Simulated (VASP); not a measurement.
**GaP: single point with PBEsol+D3(BJ)**

**Measured values to compare with.**

“Stacking defects in GaP nanowires: Electronic structure and optical properties”, 2018, arxiv:1810.01194 quotes, for a bulk crystal of GaP at 10 K: band gap 2.34 eV (indirect).

The system is GaP.

```xyz
2
Lattice="0.0000 2.7253 2.7253 2.7253 0.0000 2.7253 2.7253 2.7253 0.0000" Properties=species:S:1:pos:R:3 pbc="T T T"
Ga    0.0000    0.0000    0.0000
P     4.0879    4.0879    4.0879
```

| Property | Result |
| --- | --- |
| Program | VASP 6.6.1 |
| Task | single point |
| Functional | PBEsol |
| Dispersion | D3(BJ) |
| Potentials or basis | VASP PAW PBE potentials, release 64 (Ga_d, P) |
| Cutoff | 520 eV |
| k mesh | 8 × 8 × 8 |
| Occupations | gaussian, width 0.05 eV |
| Spin | no spin polarisation |

| Quantity | Value |
| --- | --- |
| Pressure | -2.8 GPa |
| Band gap on the k mesh | 1.52 eV, indirect (least direct gap 1.75 eV) |
| Dispersion energy per atom | -0.281 eV |

Levels at points of the mesh, in eV from the valence-band top:
```tsv
k point	band 6	band 7	band 8	band 9	band 10	band 11	band 12	band 13
(0.00, 0.00, 0.00)	-12.52	0.00	0.00	0.00	1.75	3.83	3.83	3.83
(0.50, 0.00, 0.00)	-10.43	-6.70	-1.13	-1.13	1.59	4.65	4.65	8.09
(0.50, 0.50, 0.00)	-9.52	-6.81	-2.71	-2.71	1.52	1.72	10.55	10.55
```

Run time: 40 s on 1 thread of Intel Xeon 8259CL (shared host), peak memory 0.18 GiB.

Against the measured gap of GaP, 2.34 eV (indirect; 10 K; quoted in “Stacking defects in GaP nanowires: Electronic structure and optical properties”, 2018, arxiv:1810.01194), the calculated 1.52 eV is off by -0.82 eV. Spin-orbit coupling on Ga is left out. The value is that of PBEsol+D3(BJ) on a finite k mesh, which can miss the band edges, without temperature or zero-point motion. Semilocal functionals fall short of measured gaps as a rule.

Caveat: the PAW data sets were made with another functional, which shifts forces and pressure a little.
